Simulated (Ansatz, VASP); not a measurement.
SnO2: VASP beside Ansatz

```
Sn O
1.0
     4.72127    0.00000    0.00000
     0.00000    4.72425    0.00000
     0.00000    0.00000    3.23787
Sn O
2 4
Direct
  0.50000 0.50000 0.50000
  0.00000 0.00000 0.00000
  0.30557 0.30657 0.00000
  0.80557 0.19343 0.50000
  0.19443 0.80657 0.50000
  0.69443 0.69343 0.00000
```

Change from the starting cell: strain +0.000 along x and y, +0.015 along z, atoms carried along.

Alike in both runs: task single point; functional LDA; k mesh 6 × 6 × 8; occupations gaussian, width 0.05 eV; no spin polarisation.

|  | VASP | Ansatz |
| --- | --- | --- |
| version | VASP 6.6.1 | Ansatz 0.2.0 |
| potentials or method | VASP PAW LDA potentials, release 64 (Sn_d, O), cutoff 520 eV | scalar-relativistic, plane waves, PAW |
| valence electrons in the cell | 52 | 52 |

VASP gave:

```
gap on the k mesh at the Fermi level (eV)                     : 0.98
least direct gap on the mesh (eV)                             : 0.98
pressure (GPa)                                                : -2.6
traceless stress, the component that is largest in VASP (GPa) : -2.44
rms of the force components (eV/Å)                            : 0.038
```

Task: Which values does Ansatz return?

Result: gap on the k mesh at the Fermi level (eV): 0.94; least direct gap on the mesh (eV): 0.94; pressure (GPa): -3.6; traceless stress, the component that is largest in VASP (GPa): -2.68; rms of the force components (eV/Å): 0.044.

LDA's correlation is that of Perdew and Zunger in VASP and of Perdew and Wang (1992) in Ansatz. Atom by atom the forces differ by 0.006 eV/Å (rms over components).
